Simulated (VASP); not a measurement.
# Hf (Im-3m) in VASP: a series of runs

Runs on Hf. Level: BLYP. Tasks: single point.

Program: VASP 6.6.1. These are calculated values, not measurements. Logs are shortened: lines on timing, memory, paths and dates and some standing lists are left out, and cuts for length are marked.

## (1) The cell of the first run

Symmetry: Im-3m, No. 229, cubic system. The conventional cell has a = 3.578 Å, b = 3.578 Å, c = 3.578 Å, α = 90.00°, β = 90.00°, γ = 90.00°. Hf (site symmetry m-3m) has 14 Hf at 3.10 to 3.58 Å within 4.1 Å.

## (2) Single point, BLYP

The input, INCAR:

```
SYSTEM = Hf
PREC = Accurate
ENCUT = 520
EDIFF = 1E-7
ISMEAR = -1
SIGMA = 0.1
LREAL = .FALSE.
LASPH = .TRUE.
NELM = 80
ALGO = Normal
ISIF = 2
LWAVE = .FALSE.
LCHARG = .TRUE.
GGA = B5
ALDAX = 1.0
AGGAX = 1.0
AGGAC = 1.0
ALDAC = 0.0
LELF = .TRUE.
LVHAR = .TRUE.
NBANDS = 11
```

The input, KPOINTS:

```
Automatic mesh
0
G
  14 14 14
  0 0 0
```

The input, POSCAR:

```
Hf
1.0
   -1.7889954254      1.7889954254      1.7889954254
    1.7889954254     -1.7889954254      1.7889954254
    1.7889954254      1.7889954254     -1.7889954254
Hf
1
Direct
    0.0000000000      0.0000000000      0.0000000000
```

Potentials or basis: VASP PAW PBE potentials, release 64 (Hf_pv).

On the command line:

```console
$ cat potpaw_PBE.64/Hf_pv/POTCAR > POTCAR
$ mpirun -np 1 vasp_std > vasp.out
```

OUTCAR:

```text
SYSTEM = Hf
   PREC = Accurate
   ENCUT = 520
   EDIFF = 1E-7
   ISMEAR = -1
   LREAL = .FALSE.
   LASPH = .TRUE.
   NELM = 80
   ISIF = 2
   GGA = B5

 ion  position               nearest neighbor table
   1  0.000  0.000  0.000-

  LATTYP: Found a body centered cubic cell.
 ALAT       =     3.5779908508

  Lattice vectors:

 A1 = (  -1.7889954254,   1.7889954254,   1.7889954254)
 A2 = (   1.7889954254,  -1.7889954254,   1.7889954254)
 A3 = (   1.7889954254,   1.7889954254,  -1.7889954254)

Analysis of symmetry for initial positions (statically):
=====================================================================
 Subroutine PRICEL returns:
 Original cell was already a primitive cell.

 Routine SETGRP: Setting up the symmetry group for a
 body centered cubic supercell.

 Subroutine GETGRP returns: Found 48 space group operations
 (whereof 48 operations were pure point group operations)
 out of a pool of 48 trial point group operations.

The static configuration has the point symmetry O_h .

Analysis of symmetry for dynamics (positions and initial velocities):
=====================================================================
 Subroutine PRICEL returns:
 Original cell was already a primitive cell.

 Routine SETGRP: Setting up the symmetry group for a
 body centered cubic supercell.

 Subroutine GETGRP returns: Found 48 space group operations
 (whereof 48 operations were pure point group operations)
 out of a pool of 48 trial point group operations.

The dynamic configuration has the point symmetry O_h .

 Subroutine INISYM returns: Found 48 space group operations
 (whereof 48 operations are pure point group operations),
 and found     1 'primitive' translations

----------------------------------------------------------------------------------------

                                     Primitive cell

  volume of cell :      22.9028

  direct lattice vectors                    reciprocal lattice vectors
    -1.788995425  1.788995425  1.788995425     0.000000000  0.279486461  0.279486461
     1.788995425 -1.788995425  1.788995425     0.279486461  0.000000000  0.279486461
     1.788995425  1.788995425 -1.788995425     0.279486461  0.279486461  0.000000000

  length of vectors
     3.098630971  3.098630971  3.098630971     0.395253543  0.395253543  0.395253543

  position of ions in fractional coordinates (direct lattice)
     0.000000000  0.000000000  0.000000000

  ion indices of the primitive-cell ions
   primitive index   ion index
                 1           1

----------------------------------------------------------------------------------------

 KPOINTS: Automatic mesh

Automatic generation of k-mesh.
 Grid dimensions read from file:
 generate k-points for:   14   14   14

 Generating k-lattice:

  Cartesian coordinates                     Fractional coordinates (reciprocal lattice)
     0.000000000  0.019963319  0.019963319     0.071428571  0.000000000  0.000000000
     0.019963319  0.000000000  0.019963319     0.000000000  0.071428571  0.000000000
     0.019963319  0.019963319  0.000000000     0.000000000  0.000000000  0.071428571

  Length of vectors
     0.028232396  0.028232396  0.028232396

  Shift w.r.t. Gamma in fractional coordinates (k-lattice)
     0.000000000  0.000000000  0.000000000

 Subroutine IBZKPT returns following result:
 ===========================================

 Found    104 irreducible k-points:

 Following reciprocal coordinates:
            Coordinates               Weight
  0.000000  0.000000  0.000000      1.000000
  0.071429  0.000000  0.000000     12.000000
  0.142857  0.000000  0.000000     12.000000
  0.214286  0.000000  0.000000     12.000000
  0.285714  0.000000  0.000000     12.000000
  0.357143  0.000000  0.000000     12.000000
[... 16 lines left out ...]
  0.285714  0.285714  0.000000     24.000000
  0.357143  0.285714 -0.000000     24.000000
 [... further k-points ...]
   k-points           NKPTS =    104   k-points in BZ     NKDIM =    104   number of bands    NBANDS=     11
   number of dos      NEDOS =    301   number of ions     NIONS =      1
   total plane-waves  NPLWV =  13824
   dimension x,y,z NGX =    24 NGY =   24 NGZ =   24
   dimension x,y,z NGXF=    48 NGYF=   48 NGZF=   48
   ions per type =               1
   NGX,Y,Z   is equivalent  to a cutoff of  12.88, 12.88, 12.88 a.u.
   NGXF,Y,Z  is equivalent  to a cutoff of  25.75, 25.75, 25.75 a.u.
 SYSTEM =  Hf
   PREC   = accura    normal or accurate (medium, high low for compatibility)
   ISTART =      0    job   : 0-new  1-cont  2-samecut
   ICHARG =      2    charge: 1-file 2-atom 10-const
   ISPIN  =      1    spin polarized calculation?
   LNONCOLLINEAR =      F non collinear calculations
   LSORBIT =      F    spin-orbit coupling
   LASPH  =      T    aspherical Exc in radial PAW
   ENCUT  =  520.0 eV  38.22 Ry    6.18 a.u.   5.76  5.76  5.76*2*pi/ulx,y,z
   NELM   =     80;   NELMIN=  2; NELMDL= -5     # of ELM steps
   EDIFF  = 0.1E-06   stopping-criterion for ELM
   LREAL  =      F    real-space projection
   EDIFFG = 0.1E-05   stopping-criterion for IOM
   NSW    =      0    number of steps for IOM
   IBRION =     -1    ionic relax: 0-MD 1-quasi-New 2-CG
   NFREE  =      0    steps in history (QN), initial steepest desc. (CG)
   ISIF   =      2    stress and relaxation
   ISYM   =      2    0-nonsym 1-usesym 2-fastsym
   POTIM  = 0.5000    time-step for ionic-motion
   TEBEG  =    0.0;   TEEND  =   0.0 temperature during run
   PSTRESS=    0.0 pullay stress
   NELECT =      10.0000    total number of electrons
   NUPDOWN=      -1.0000    fix difference up-down
   EMIN   =  10.00;   EMAX   =-10.00  energy-range for DOS
   EFERMI =   0.00;   METHOD = LEGACY
   ISMEAR =    -1;   SIGMA  =   0.10  broadening in eV -4-tet -1-fermi 0-gaus
   EFERMI_NEDOS =   21; number of points for ismear=-14 and -15
   IALGO  =     38    algorithm
   IMIX   =      4    mixing-type and parameters
     AMIX     =   0.40;   BMIX     =  1.00
     AMIX_MAG =   1.60;   BMIX_MAG =  1.00
  volume/ion in A,a.u.               =      22.90       154.56
  Fermi-wavevector in a.u.,A,eV,Ry     =   1.241973  2.346989 20.986956  1.542498
  Thomas-Fermi vector in A             =   2.376348
   LORBIT       =      0    0 simple, 1 ext, 2 COOP (PROOUT), +10 PAW based schemes
   GGA     = B5    functional components
   LHFCALC =     F    Hartree Fock is set to
   AEXX    =    0.0000 exact exchange contribution
   IVDW    =     0    specifies the selected vdW correction
   LEPSILON=     F    determine dielectric tensor
   LRPA    =     F    only Hartree local field effects (RPA)
 non-spin polarized calculation
  energy-cutoff  :      520.00
  volume of cell :       22.90
 maximum number of plane-waves:       632
   NGX = 11   NGY = 11   NGZ = 11

 number of electron      10.0000003 magnetization

 Free energy of the ion-electron system (eV)
  ---------------------------------------------------
  ext. energy  EPLUGINS =         0.00000000
  ---------------------------------------------------
  free energy    TOTEN  =        -8.47918528 eV

  energy without entropy =       -8.41393751  energy(sigma->0) =       -8.44656140

 E-fermi :   4.9426     XC(G=0): -10.5993

 val. band max:        4.9405546935   @ k =  -0.4286  -0.4286   0.0714
 cond. band min:       4.9485734583   @ k =  -0.4286  -0.4286   0.1429
 fundamental gap:      0.0080187648
 Fermi energy:         4.9426167866

 k-point     1 :       0.0000    0.0000    0.0000
  band No.  band energies     occupation
      1     -24.8921      2.00000
      2     -24.8921      2.00000
      3     -24.8921      2.00000
      4      -1.8842      2.00000
      5       6.3355      0.00000
      6       6.3355      0.00000
      7       6.3355      0.00000
      8       9.0323      0.00000
      9       9.0323      0.00000
     10      17.4501      0.00000
     11      18.2875      0.00000

 k-point     2 :       0.0714    0.0000    0.0000
  band No.  band energies     occupation
      1     -24.9327      2.00000
      2     -24.9048      2.00000
      3     -24.8922      2.00000
      4      -1.6997      2.00000
      5       6.2108      0.00001
      6       6.2897      0.00000
      7       6.5156      0.00000
      8       8.8368      0.00000
      9       9.0320      0.00000
     10      17.4497      0.00000
     11      18.4559      0.00000

 k-point     3 :       0.1429    0.0000    0.0000
  band No.  band energies     occupation
      1     -25.0449      2.00000
      2     -24.9404      2.00000
      3     -24.8926      2.00000
      4      -1.1712      2.00000
      5       5.8849      0.00016
      6       6.0826      0.00002
      7       7.0477      0.00000
      8       8.5231      0.00000
      9       9.0482      0.00000
     10      17.4483      0.00000
     11      18.7959      0.00000

 k-point     4 :       0.2143    0.0000    0.0000
  band No.  band energies     occupation
      1     -25.2032      2.00000
      2     -24.9914      2.00000
      3     -24.8931      2.00000
      4      -0.3802      2.00000
      5       5.4635      0.01088
      6       5.6766      0.00130
      7       7.9060      0.00000
      8       8.4666      0.00000
      9       9.1172      0.00000
     10      17.4439      0.00000
     11      18.6860      0.00000
[... 239 lines left out ...]
 k-point    22 :       0.3571    0.2143    0.0000
  band No.  band energies     occupation
      1     -25.5518      2.00000
      2     -25.2603      2.00000
      3     -24.9736      2.00000
      4       2.7489      2.00000
      5       4.4026      1.99101
      6       5.0540      0.49429
      7       8.7875      0.00000
      8       9.8124      0.00000
      9      13.1327      0.00000
     10      13.3967      0.00000
     11      16.8682      0.00000

 k-point    23 :       0.2857    0.2857    0.0000
  band No.  band energies     occupation
      1     -25.5099      2.00000
      2     -25.3055      2.00000
      3     -24.9835      2.00000
      4       3.0960      2.00000
      5       4.2556      1.99793
      6       4.8378      1.48073
      7       8.9983      0.00000
      8       9.5725      0.00000
      9      12.9026      0.00000
     10      13.6937      0.00000
     11      16.8441      0.00000

 k-point    24 :       0.3571    0.2857   -0.0000
  band No.  band energies     occupation
      1     -25.4802      2.00000
      2     -25.3628      2.00000
      3     -24.9877      2.00000
      4       3.3067      2.00000
      5       4.3656      1.99378
      6       4.6711      1.87586
      7       9.1660      0.00000
      8       9.6411      0.00000
      9      12.1924      0.00000
     10      14.6029      0.00000
     11      16.0418      0.00000

 [... further k-points ...]

------------------------ aborting loop because EDIFF is reached ----------------------------------------

  FORCE on cell =-STRESS in cart. coord.  units (eV):
  Direction    XX          YY          ZZ          XY          YZ          ZX
  --------------------------------------------------------------------------------------
  -------------------------------------------------------------------------------------
  Total        0.0195348      0.0195348      0.0195348      0.0000000      0.0000000     -0.0000000
  in kB        1.3665693      1.3665693      1.3665693      0.0000000      0.0000000     -0.0000000
  external PRESSURE =       1.3665693 kB  Pullay stress =       0.0000000 kB

 VOLUME and BASIS-vectors are now :
 -----------------------------------------------------------------------------
  energy-cutoff  :      520.00
  volume of cell :       22.90
      direct lattice vectors                 reciprocal lattice vectors
    -1.788995425  1.788995425  1.788995425     0.000000000  0.279486461  0.279486461
     1.788995425 -1.788995425  1.788995425     0.279486461  0.000000000  0.279486461
     1.788995425  1.788995425 -1.788995425     0.279486461  0.279486461  0.000000000

 POSITION                                       TOTAL-FORCE (eV/Angst)
 -----------------------------------------------------------------------------------
      0.00000      0.00000      0.00000         0.000000     -0.000000     -0.000000
 -----------------------------------------------------------------------------------
    total drift:                                0.000000      0.000000      0.000000

  FREE ENERGIE OF THE ION-ELECTRON SYSTEM (eV)
  ---------------------------------------------------
  free  energy   TOTEN  =        -8.4791852840 eV

  energy  without entropy=       -8.4139375126  energy(sigma->0) =       -8.44656140
```

Wall time 42 s (1 thread of Intel Xeon 8259CL, shared host); peak memory 0.15 GiB.

Results:

* Free energy: -8.4792 eV
* Pressure: 0.1 GPa
* Band gap on the k mesh: zero (band 5 reaches 6.34 eV, above the bottom of band 6 at 4.22 eV)

Caveat: the PAW data sets were made with another functional, which shifts forces and pressure a little; spin-orbit coupling is left out, which moves the levels of the heavy elements.

## (3) Single point, BLYP (volume scaled by 1.04)

The input, INCAR:

```
PREC = Accurate
ENCUT = 520
EDIFF = 1E-7
ISMEAR = -1
SIGMA = 0.1
LREAL = F
LASPH = T
NELM = 60
ALGO = Normal
ISIF = 2
LWAVE = F
LCHARG = T
GGA = B5
ALDAX = 1.0
AGGAX = 1.0
AGGAC = 1.0
ALDAC = 0.0
LELF = T
LVHAR = T
NBANDS = 11
```

The input, KPOINTS:

```
regular mesh
0
Gamma
  14 14 14
```

The input, POSCAR:

```
Hf
1.0
   -1.8125375387      1.8125375387      1.8125375387
    1.8125375387     -1.8125375387      1.8125375387
    1.8125375387      1.8125375387     -1.8125375387
Hf
1
Direct
    0.0000000000      0.0000000000      0.0000000000
```

Potentials or basis: VASP PAW PBE potentials, release 64 (Hf_pv).

On the command line:

```console
$ cat potpaw_PBE.64/Hf_pv/POTCAR > POTCAR
$ mpirun -np 1 vasp_std > vasp.out
```

OUTCAR:

```text
PREC = Accurate
   ENCUT = 520
   EDIFF = 1E-7
   ISMEAR = -1
   LREAL = F
   LASPH = T
   NELM = 60
   ISIF = 2
   GGA = B5

 ion  position               nearest neighbor table
   1  0.000  0.000  0.000-

  LATTYP: Found a body centered cubic cell.
 ALAT       =     3.6250750774

  Lattice vectors:

 A1 = (  -1.8125375387,   1.8125375387,   1.8125375387)
 A2 = (   1.8125375387,  -1.8125375387,   1.8125375387)
 A3 = (   1.8125375387,   1.8125375387,  -1.8125375387)

[... 514 lines left out ...]
     11      15.3156      0.00000

 [... further k-points ...]

------------------------ aborting loop because EDIFF is reached ----------------------------------------

  FORCE on cell =-STRESS in cart. coord.  units (eV):
  Direction    XX          YY          ZZ          XY          YZ          ZX
  --------------------------------------------------------------------------------------
  -------------------------------------------------------------------------------------
  Total       -0.5043845     -0.5043845     -0.5043845     -0.0000000     -0.0000000     -0.0000000
  in kB      -33.9274545    -33.9274545    -33.9274545     -0.0000000     -0.0000000     -0.0000000
  external PRESSURE =     -33.9274545 kB  Pullay stress =       0.0000000 kB

 VOLUME and BASIS-vectors are now :
 -----------------------------------------------------------------------------
  energy-cutoff  :      520.00
  volume of cell :       23.82
      direct lattice vectors                 reciprocal lattice vectors
    -1.812537539  1.812537539  1.812537539     0.000000000  0.275856356  0.275856356
     1.812537539 -1.812537539  1.812537539     0.275856356  0.000000000  0.275856356
     1.812537539  1.812537539 -1.812537539     0.275856356  0.275856356  0.000000000

 POSITION                                       TOTAL-FORCE (eV/Angst)
 -----------------------------------------------------------------------------------
      0.00000      0.00000      0.00000         0.000000      0.000000      0.000000
 -----------------------------------------------------------------------------------
    total drift:                               -0.000000      0.000000      0.000000

  FREE ENERGIE OF THE ION-ELECTRON SYSTEM (eV)
  ---------------------------------------------------
  free  energy   TOTEN  =        -8.4696489796 eV

  energy  without entropy=       -8.4004213328  energy(sigma->0) =       -8.43503516
```

OSZICAR:

```text
N       E                     dE             d eps       ncg     rms          rms(c)
DAV:   1     0.133336713313E+02    0.13334E+02   -0.57720E+03  2304   0.830E+02
DAV:   2    -0.835618359441E+01   -0.21690E+02   -0.21012E+02  2947   0.150E+02
DAV:   3    -0.881069106740E+01   -0.45451E+00   -0.44816E+00  2861   0.148E+01
DAV:   4    -0.881284662520E+01   -0.21556E-02   -0.21549E-02  2655   0.117E+00
DAV:   5    -0.881286315357E+01   -0.16528E-04   -0.16528E-04  2942   0.840E-02    0.404E+01
DAV:   6    -0.854970172730E+01    0.26316E+00   -0.23640E-01  2528   0.358E+00    0.233E+01
DAV:   7    -0.847280206244E+01    0.76900E-01   -0.29758E-01  2552   0.395E+00    0.119E+00
DAV:   8    -0.846959223459E+01    0.32098E-02   -0.21050E-02  2492   0.101E+00    0.679E-02
DAV:   9    -0.846963143971E+01   -0.39205E-04   -0.25133E-04  2979   0.143E-01    0.489E-02
DAV:  10    -0.846964871388E+01   -0.17274E-04   -0.35785E-05  2514   0.501E-02    0.303E-02
DAV:  11    -0.846964895338E+01   -0.23949E-06   -0.18561E-06  2918   0.100E-02    0.410E-03
DAV:  12    -0.846964906304E+01   -0.10967E-06   -0.13896E-07  2510   0.313E-03    0.645E-03
DAV:  13    -0.846964897956E+01    0.83484E-07   -0.86405E-09  1501   0.839E-04
   1 F= -.84696490E+01 E0= -.84350352E+01  d E =-.692276E-01
```

Wall time 40 s (1 thread of Intel Xeon 8259CL, shared host); peak memory 0.16 GiB.

What came out:

```yaml
Free_energy: -8.4696 eV
Pressure: -3.4 GPa
Band_gap_on_the_k_mesh: zero (band 5 reaches 6.04 eV, above the bottom of band 6 at 3.99 eV)
```

Levels at points of the mesh, in eV from the Fermi level:
```tsv
k point	band 3	band 4	band 5	band 6	band 7	band 8
(0.00, 0.00, 0.00)	-29.98	-6.71	1.35	1.35	1.35	3.94
(0.50, 0.00, 0.00)	-29.99	-3.17	-0.47	1.06	3.73	4.64
(0.50, 0.50, 0.50)	-30.46	-2.33	-2.33	6.14	6.14	6.14
```

Caveat: the PAW data sets were made with another functional, which shifts forces and pressure a little; spin-orbit coupling is left out, which moves the levels of the heavy elements.

## (4) Single point, BLYP (volume scaled by 1.08)

The input, INCAR:

```
AGGAC = 1.0
AGGAX = 1.0
ALDAC = 0.0
ALDAX = 1.0
ALGO = Normal
EDIFF = 1E-6
ENCUT = 520
GGA = B5
ISIF = 2
ISMEAR = -1
LASPH = True
LCHARG = False
LREAL = False
LWAVE = False
NBANDS = 11
NELM = 100
PREC = Accurate
SIGMA = 0.1
```

The input, KPOINTS:

```
k-points
0
Gamma
  14 14 14
```

The input, POSCAR:

```
Hf
1.0
   -1.8354834877      1.8354834877      1.8354834877
    1.8354834877     -1.8354834877      1.8354834877
    1.8354834877      1.8354834877     -1.8354834877
Hf
1
Direct
    0.0000000000      0.0000000000      0.0000000000
```

On the command line:

```console
$ cat potpaw_PBE.64/Hf_pv/POTCAR > POTCAR
$ mpirun -np 1 vasp_std > vasp.out
```

It took 33 s on 1 thread of Intel Xeon 8259CL, shared host; peak memory 0.16 GiB.

The run converged. Its results:

```yaml
Free_energy: -8.4416 eV
Pressure: -6.3 GPa
Band_gap_on_the_k_mesh: zero (band 5 reaches 5.76 eV, above the bottom of band 6 at 3.77 eV)
```

Levels at points of the mesh, in eV from the Fermi level:
| k point | band 3 | band 4 | band 5 | band 6 | band 7 | band 8 |
| --- | --- | --- | --- | --- | --- | --- |
| (0.00, 0.00, 0.00) | -30.13 | -6.59 | 1.31 | 1.31 | 1.31 | 3.79 |
| (0.50, 0.00, 0.00) | -30.13 | -3.07 | -0.43 | 0.94 | 3.57 | 4.44 |
| (0.50, 0.50, 0.50) | -30.55 | -2.19 | -2.19 | 5.86 | 5.86 | 5.86 |

Caveat: the PAW data sets were made with another functional, which shifts forces and pressure a little; spin-orbit coupling is left out, which moves the levels of the heavy elements.

## (5) Summary

```tsv
cell	gap on the mesh (eV)	pressure (GPa)
a = 3.099 Å, angles 109.5°, 1 atom	none	0.1
a = 3.139 Å, angles 109.5°, 1 atom	none	-3.4
a = 3.179 Å, angles 109.5°, 1 atom	none	-6.3
```

Alike in all rows: task single point; level BLYP; potentials or basis VASP PAW PBE potentials, release 64 (Hf_pv); no spin polarisation; k mesh 14 × 14 × 14; cutoff (eV) 520; smearing fermi-dirac 0.1 eV.

Caveats: the PAW data sets were made with another functional, which shifts forces and pressure a little; spin-orbit coupling is left out, which moves the levels of the heavy elements.

Total energies depend on the potentials used, so only differences within one code and one set of settings carry meaning.
